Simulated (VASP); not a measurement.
# TiC63 (a cell with a defect) in VASP: single point with PBEsol

Aim: the single point of TiC63 (a cell with a defect) with PBEsol.

All numbers are computed with VASP 6.6.1; they aren't measurements. Logs are shortened: lines on timing, memory, paths and dates and some standing lists are left out, and cuts for length are marked.

## (1) The cell of the first run

The cell holds a defect, 64 atoms: a = 7.108 Å, b = 7.108 Å, c = 7.108 Å, α = 90.00°, β = 90.00°, γ = 90.00°.

## (2) Single point, PBEsol, collinear spin

INCAR reads:

```
ALGO = Normal ; EDIFF = 1E-6
ENCUT = 520 ; GGA = PS
ISIF = 2 ; ISMEAR = -1
ISPIN = 2 ; ISYM = 0
LASPH = True ; LCHARG = False
LMAXMIX = 4 ; LORBIT = 11
LREAL = Auto ; LWAVE = False
MAGMOM = 0 0 0 0 0 0 0 0 0 0 0 0 0 0 0 0 0 0 0 0 0 0 0 0 0 0 0 0 0 0 0 0 0 0 0 0 0 0 0 0 0 0 0 0 0 0 0 0 0 0 0 0 0 0 0 0 0 0 0 0 0 0 0 3 ; NBANDS = 174
NELECT = 265.0 ; NELM = 150
PREC = Accurate ; SIGMA = 0.05
```

KPOINTS reads:

```
Automatic mesh
0
Gamma
  1 1 1
  0.25 0.25 0.25
```

POSCAR reads:

```
TiC63
1.0
    7.1076060000      0.0000000000      0.0000000000
    0.0000000000      7.1076060000      0.0000000000
    0.0000000000      0.0000000000      7.1076060000
C Ti
63 1
Direct
    0.9998060000      0.0000170000      0.0003950000
    0.9991390000      0.9993480000      0.5004570000
    0.9991430000      0.5000650000      0.9997520000
    0.9998900000      0.5001060000      0.5004840000
    0.4997990000      0.9998730000      0.0002750000
    0.5000560000      0.9999670000      0.5004740000
    0.5000540000      0.5000990000      0.0003550000
    0.1256860000      0.1257820000      0.1261600000
    0.1207300000      0.1211070000      0.6250300000
    0.1207650000      0.6246530000      0.1215210000
    0.1247690000      0.6248710000      0.6252480000
    0.6239890000      0.1230680000      0.1234560000
    0.6248970000      0.1253670000      0.6250020000
    0.6249090000      0.6246380000      0.1257510000
    0.6460510000      0.6436640000      0.6440040000
    0.2498340000      0.2500360000      0.0017130000
    0.2437710000      0.2444540000      0.5047880000
    0.2495210000      0.7501290000      0.9991690000
    0.2448310000      0.7550370000      0.4976330000
    0.7498640000      0.2499700000      0.9997580000
    0.7556190000      0.2457790000      0.4984490000
    0.7498200000      0.7498250000      0.0005980000
    0.7542900000      0.7533870000      0.5033040000
    0.3756470000      0.3768030000      0.1259480000
    0.3490240000      0.3486290000      0.6533430000
    0.3761110000      0.8786820000      0.1223310000
    0.3754520000      0.8751130000      0.6250780000
    0.8788780000      0.3762200000      0.1221370000
    0.8761550000      0.3751510000      0.6261160000
    0.8744470000      0.8751420000      0.1255900000
    0.8775540000      0.8774130000      0.6245720000
    0.2498340000      0.0013250000      0.2504240000
    0.2495220000      0.9987750000      0.7505160000
    0.2438200000      0.5043950000      0.2448770000
    0.2448190000      0.4972520000      0.7554180000
    0.7498700000      0.9993830000      0.2503510000
    0.7498170000      0.0002250000      0.7502040000
    0.7556150000      0.4980890000      0.2461680000
    0.7542850000      0.5029380000      0.7537540000
    0.3756490000      0.1255610000      0.3771970000
    0.3761110000      0.1219260000      0.8790870000
    0.3492020000      0.6528540000      0.3491510000
    0.3754570000      0.6246900000      0.8754900000
    0.8788850000      0.1217410000      0.3766060000
    0.8744400000      0.1252090000      0.8755180000
    0.8761570000      0.6257390000      0.3755320000
    0.8775590000      0.6241920000      0.8777990000
    0.0010630000      0.2498670000      0.2502550000
    0.9988400000      0.2493840000      0.7509530000
    0.9988570000      0.7505670000      0.2497710000
    0.0004690000      0.7499370000      0.7503250000
    0.5030280000      0.2476220000      0.2480010000
    0.4979300000      0.2458400000      0.7545640000
    0.4979560000      0.7541670000      0.2462420000
    0.5029550000      0.7521390000      0.7525080000
    0.1243250000      0.3759280000      0.3763180000
    0.1212380000      0.3759950000      0.8794620000
    0.1212490000      0.8790740000      0.3763780000
    0.1252560000      0.8748190000      0.8752100000
    0.6533350000      0.3533360000      0.3536820000
    0.6250990000      0.3756320000      0.8756660000
    0.6251190000      0.8752910000      0.3760060000
    0.6240480000      0.8771440000      0.8775210000
    0.4882190000      0.4933240000      0.4940090000
```

Potentials or basis: VASP PAW PBE potentials, release 64 (C, Ti_sv).

On the command line:

```sh
$ cat potpaw_PBE.64/C/POTCAR potpaw_PBE.64/Ti_sv/POTCAR > POTCAR
$ mpirun -np 1 vasp_std > vasp.out
```

OUTCAR:

```text
EDIFF = 1E-6
   ENCUT = 520
   GGA = PS
   ISIF = 2
   ISMEAR = -1
   ISPIN = 2
   ISYM = 0
   LASPH = True
   LORBIT = 11
   LREAL = Auto
   NELECT = 265.0
   NELM = 150
   PREC = Accurate

 ion  position               nearest neighbor table
   1  1.000  0.000  0.000-  30 1.54  45 1.54  59 1.54   8 1.55
   2  0.999  0.999  0.500-  58 1.50  44 1.50  31 1.51   9 1.51
   3  0.999  0.500  1.000-  57 1.50  28 1.50  47 1.51  10 1.51
   4  1.000  0.500  0.500-  56 1.53  46 1.54  29 1.54  11 1.54
   5  0.500  1.000  0.000-  41 1.51  26 1.51  63 1.52  12 1.52
   6  0.500  1.000  0.500-  40 1.53  27 1.53  62 1.54  13 1.54
[... 8 lines left out ...]
  15  0.646  0.644  0.644-  23 1.48  39 1.48  55 1.49  64 1.88
  16  0.250  0.250  0.002-   8 1.53  24 1.55  57 1.55  41 1.55
  17  0.244  0.244  0.505-  25 1.49   9 1.50  40 1.55  56 1.56  64 2.48
[... 32 lines left out ...]
  50  0.999  0.751  0.250-  30 1.53  46 1.53  10 1.54  58 1.55
  51  0.000  0.750  0.750-  11 1.54  59 1.54  47 1.54  31 1.54
  52  0.503  0.248  0.248-  60 1.51  12 1.52  24 1.55  40 1.55  64 2.47
  53  0.498  0.246  0.755-  25 1.47  41 1.52  13 1.55  61 1.55
  54  0.498  0.754  0.246-  42 1.47  26 1.52  14 1.55  62 1.55
  55  0.503  0.752  0.753-  15 1.49  63 1.52  27 1.55  43 1.55
  56  0.124  0.376  0.376-   4 1.53  48 1.54  17 1.56  34 1.56
  57  0.121  0.376  0.879-   3 1.50  35 1.51  16 1.55  49 1.55
  58  0.121  0.879  0.376-   2 1.50  19 1.51  32 1.55  50 1.55
  59  0.125  0.875  0.875-  18 1.53  33 1.53  51 1.54   1 1.54
  60  0.653  0.353  0.354-  38 1.47  21 1.47  52 1.51  64 1.83
  61  0.625  0.376  0.876-   7 1.54  20 1.54  53 1.55  39 1.55
  62  0.625  0.875  0.376-   6 1.54  36 1.54  54 1.55  23 1.55
  63  0.624  0.877  0.878-   5 1.52  55 1.52  37 1.54  22 1.54
  64  0.488  0.493  0.494-  25 1.82  42 1.82  60 1.83  15 1.88  52 2.47  17 2.48  34 2.48

IMPORTANT INFORMATION: All symmetrisations will be switched off!
NOSYMM: (Re-)initialisation of all symmetry stuff for point group C_1.

----------------------------------------------------------------------------------------

                                     Primitive cell

  volume of cell :     359.0625

  direct lattice vectors                    reciprocal lattice vectors
     7.107606000  0.000000000  0.000000000     0.140694349  0.000000000  0.000000000
     0.000000000  7.107606000  0.000000000     0.000000000  0.140694349  0.000000000
     0.000000000  0.000000000  7.107606000     0.000000000  0.000000000  0.140694349

  length of vectors
     7.107606000  7.107606000  7.107606000     0.140694349  0.140694349  0.140694349

  position of ions in fractional coordinates (direct lattice)
     0.999806000  0.000017000  0.000395000
     0.999139000  0.999348000  0.500457000
     0.999143000  0.500065000  0.999752000
     0.999890000  0.500106000  0.500484000
     0.499799000  0.999873000  0.000275000
     0.500056000  0.999967000  0.500474000
[... 56 lines left out ...]
     0.624048000  0.877144000  0.877521000
     0.488219000  0.493324000  0.494009000

  ion indices of the primitive-cell ions
   primitive index   ion index
                 1           1
                 2           2
                 3           3
                 4           4
                 5           5
                 6           6
[... 56 lines left out ...]
                63          63
                64          64

----------------------------------------------------------------------------------------

 KPOINTS: Automatic mesh

Automatic generation of k-mesh.
 Grid dimensions read from file:
 generate k-points for:    1    1    1

 Generating k-lattice:

  Cartesian coordinates                     Fractional coordinates (reciprocal lattice)
     0.140694349  0.000000000  0.000000000     1.000000000  0.000000000  0.000000000
     0.000000000  0.140694349  0.000000000     0.000000000  1.000000000  0.000000000
     0.000000000  0.000000000  0.140694349     0.000000000  0.000000000  1.000000000
[... 30 lines left out ...]
   ISPIN  =      2    spin polarized calculation?
   LNONCOLLINEAR =      F non collinear calculations
   LSORBIT =      F    spin-orbit coupling
   LASPH  =      T    aspherical Exc in radial PAW
   ENCUT  =  520.0 eV  38.22 Ry    6.18 a.u.  13.22 13.22 13.22*2*pi/ulx,y,z
   NELM   =    150;   NELMIN=  2; NELMDL= -5     # of ELM steps
   EDIFF  = 0.1E-05   stopping-criterion for ELM
   LREAL  =      T    real-space projection
   EDIFFG = 0.1E-04   stopping-criterion for IOM
   NSW    =      0    number of steps for IOM
   IBRION =     -1    ionic relax: 0-MD 1-quasi-New 2-CG
   NFREE  =      0    steps in history (QN), initial steepest desc. (CG)
   ISIF   =      2    stress and relaxation
   ISYM   =      0    0-nonsym 1-usesym 2-fastsym
   POTIM  = 0.5000    time-step for ionic-motion
   TEBEG  =    0.0;   TEEND  =   0.0 temperature during run
   PSTRESS=    0.0 pullay stress
   NELECT =     265.0000    total number of electrons
   NUPDOWN=      -1.0000    fix difference up-down
   EMIN   =  10.00;   EMAX   =-10.00  energy-range for DOS
   EFERMI =   0.00;   METHOD = LEGACY
   ISMEAR =    -1;   SIGMA  =   0.05  broadening in eV -4-tet -1-fermi 0-gaus
   EFERMI_NEDOS =   21; number of points for ismear=-14 and -15
   IALGO  =     38    algorithm
   IMIX   =      4    mixing-type and parameters
     AMIX     =   0.40;   BMIX     =  1.00
     AMIX_MAG =   1.60;   BMIX_MAG =  1.00
  volume/ion in A,a.u.               =       5.61        37.86
  Fermi-wavevector in a.u.,A,eV,Ry     =   1.479449  2.795754 29.780030  2.188770
  Thomas-Fermi vector in A             =   2.593606
   LORBIT       =     11    0 simple, 1 ext, 2 COOP (PROOUT), +10 PAW based schemes
   GGA     = PS    functional components
   LHFCALC =     F    Hartree Fock is set to
   AEXX    =    0.0000 exact exchange contribution
   IVDW    =     0    specifies the selected vdW correction
   LEPSILON=     F    determine dielectric tensor
   LRPA    =     F    only Hartree local field effects (RPA)
 spin polarized calculation
  energy-cutoff  :      520.00
  volume of cell :      359.06
 maximum number of plane-waves:      9651
 NGX is ok and might be reduce to    54
   NGX = 27   NGY = 27   NGZ = 27

 number of electron     265.0000011 magnetization       0.9998255

 Free energy of the ion-electron system (eV)
  ---------------------------------------------------
  ext. energy  EPLUGINS =         0.00000000
  ---------------------------------------------------
  free energy    TOTEN  =      -592.10332666 eV

  energy without entropy =     -592.04653645  energy(sigma->0) =     -592.07493156

 E-fermi :  13.6056     XC(G=0): -13.5890

 val. band max:       13.5492780858   @ k =   0.2500  -0.2500   0.2500
 cond. band min:      13.6066207166   @ k =  -0.2500  -0.2500   0.2500
 fundamental gap:      0.0573426308
 Fermi energy:        13.6055694881

 spin component 1

 k-point     1 :       0.2500    0.2500    0.2500
  band No.  band energies     occupation
      1     -43.0670      1.00000
      2     -19.8973      1.00000
      3     -19.8653      1.00000
      4     -19.8640      1.00000
      5     -11.2266      1.00000
      6     -10.1533      1.00000
[... 577 lines left out ...]
    143      15.9421      0.00000
    144      16.1446      0.00000
 Fermi energy:        13.6055694881

 spin component 2

 k-point     1 :       0.2500    0.2500    0.2500
  band No.  band energies     occupation
      1     -42.4702      1.00000
      2     -19.3830      1.00000
      3     -19.2766      1.00000
      4     -19.1951      1.00000
      5     -11.2187      1.00000
      6     -10.1452      1.00000
[... 577 lines left out ...]
    143      15.9937      0.00000
    144      16.2250      0.00000
 [bands above 144 left out]

------------------------ aborting loop because EDIFF is reached ----------------------------------------

  FORCE on cell =-STRESS in cart. coord.  units (eV):
  Direction    XX          YY          ZZ          XY          YZ          ZX
  --------------------------------------------------------------------------------------
  -------------------------------------------------------------------------------------
  Total       52.8843642     50.3032679     50.3178380     -1.6199534     -3.4944184     -1.6742383
  in kB      235.9759994    224.4588566    224.5238699     -7.2284147    -15.5924890     -7.4706400
  external PRESSURE =     228.3195753 kB  Pullay stress =       0.0000000 kB

 VOLUME and BASIS-vectors are now :
 -----------------------------------------------------------------------------
  energy-cutoff  :      520.00
  volume of cell :      359.06
      direct lattice vectors                 reciprocal lattice vectors
     7.107606000  0.000000000  0.000000000     0.140694349  0.000000000  0.000000000
     0.000000000  7.107606000  0.000000000     0.000000000  0.140694349  0.000000000
     0.000000000  0.000000000  7.107606000     0.000000000  0.000000000  0.140694349

 POSITION                                       TOTAL-FORCE (eV/Angst)
 -----------------------------------------------------------------------------------
      7.10623      0.00012      0.00281         0.067250      0.070605      0.070446
      7.10149      7.10297      3.55705         0.060791      0.084456      0.029138
      7.10151      3.55426      7.10584         0.061795      0.037234      0.080836
      7.10682      3.55456      3.55724         0.066719      0.074546      0.071124
      3.55237      7.10670      0.00195         0.082855      0.060169      0.061546
      3.55420      7.10737      3.55717         0.068866      0.068139      0.069755
[... 56 lines left out ...]
      4.43549      6.23439      6.23707        -0.062313      0.042330      0.039376
      3.47007      3.50635      3.51122         0.466598      0.296929      0.270218
 -----------------------------------------------------------------------------------
    total drift:                                0.009184     -0.016307     -0.053592

  FREE ENERGIE OF THE ION-ELECTRON SYSTEM (eV)
  ---------------------------------------------------
  free  energy   TOTEN  =      -592.1033266609 eV

  energy  without entropy=     -592.0465364513  energy(sigma->0) =     -592.07493156

 total charge

# of ion       s       p       d       tot
------------------------------------------
    1        0.827   1.752   0.000   2.578
    2        0.839   1.824   0.000   2.663
    3        0.839   1.824   0.000   2.663
    4        0.828   1.765   0.000   2.593
    5        0.838   1.812   0.000   2.650
    6        0.828   1.763   0.000   2.591
[... 56 lines left out ...]
   63        0.832   1.769   0.000   2.601
   64        2.386   6.293   2.802  11.481
--------------------------------------------------
tot         54.708 118.121   2.802 175.632

 magnetization (x)

# of ion       s       p       d       tot
------------------------------------------
    1       -0.000  -0.000   0.000  -0.000
    2        0.000   0.000   0.000   0.000
    3        0.000   0.000   0.000   0.000
    4       -0.000  -0.000   0.000  -0.000
    5        0.000  -0.000   0.000   0.000
    6       -0.000  -0.000   0.000  -0.000
[... 56 lines left out ...]
   63        0.001   0.001   0.000   0.002
   64        0.008   0.003   0.652   0.663
--------------------------------------------------
tot          0.067   0.020   0.652   0.738
```

Wall time 37 min (1 thread of Intel Xeon Platinum 8375C at 2.90GHz (Ice Lake), shared host); peak memory 0.7 GiB.

Results:

```yaml
Free_energy: -592.1033 eV
Largest_force: 0.616 eV/Å
Net_moment: 1.00 μB per cell
Site_moments: C -0.00, +0.00, -0.01, +0.01 (each value once); Ti +0.66 μB
Valence_electrons_inside_the_program's_atomic_spheres: C 2.58, 2.66, 2.59, 2.65, 2.61, 2.60, 2.57, 2.73, 2.77, 2.76 (each value once); Ti 11.48
```

Forces on the atoms (eV/Å):
```
C    0.067  0.071  0.070
C    0.061  0.084  0.029
C    0.062  0.037  0.081
C    0.067  0.075  0.071
C    0.083  0.060  0.062
C    0.069  0.068  0.070
C    0.072  0.074  0.070
C   -0.062 -0.089 -0.087
C   -0.043 -0.111 -0.005
C   -0.045 -0.012 -0.109
C   -0.030 -0.099 -0.101
C   -0.064 -0.196 -0.196
C   -0.015 -0.138 -0.038
C   -0.017 -0.040 -0.140
C   -0.323 -0.137 -0.138
C    0.107  0.082  0.060
C    0.316  0.232 -0.065
C    0.132  0.100  0.077
C    0.102  0.164 -0.067
C    0.080  0.090  0.085
C    0.131  0.042  0.014
C    0.044  0.095  0.089
C   -0.111 -0.006 -0.208
C   -0.121 -0.139 -0.086
C   -0.166  0.059 -0.159
C    0.014 -0.095 -0.070
C   -0.072 -0.062 -0.059
C   -0.177 -0.014 -0.027
C   -0.129 -0.018 -0.121
C   -0.075 -0.077 -0.082
C   -0.005  0.014 -0.002
C    0.106  0.057  0.084
C    0.128  0.075  0.106
C    0.317 -0.063  0.230
C    0.096 -0.070  0.173
C    0.081  0.088  0.092
C    0.046  0.090  0.096
C    0.130  0.015  0.037
C   -0.114 -0.207 -0.002
C   -0.121 -0.088 -0.141
C    0.016 -0.069 -0.094
C   -0.176 -0.166  0.060
C   -0.066 -0.061 -0.061
C   -0.177 -0.026 -0.017
C   -0.074 -0.081 -0.074
C   -0.126 -0.125 -0.016
C   -0.008 -0.002  0.019
C    0.023  0.068  0.070
C    0.069  0.090  0.118
C    0.068  0.119  0.092
C    0.037  0.086  0.087
C    0.223  0.031  0.029
C   -0.078 -0.097  0.331
C   -0.075  0.329 -0.095
C   -0.076  0.129  0.131
C    0.020 -0.055 -0.057
C    0.016 -0.011 -0.115
C    0.015 -0.117 -0.015
C   -0.069 -0.066 -0.071
C   -0.475 -0.244 -0.240
C   -0.054 -0.019 -0.063
C   -0.057 -0.064 -0.019
C   -0.062  0.042  0.039
Ti   0.467  0.297  0.270
```

Caveat: the k points lie up to 0.44 Å⁻¹ apart; the cell carries a net charge on a neutralising background, which shifts energy and pressure; the cell is charged against a uniform background, so pressure and absolute levels hang on convention; the PAW data sets were made with another functional, which shifts forces and pressure a little.
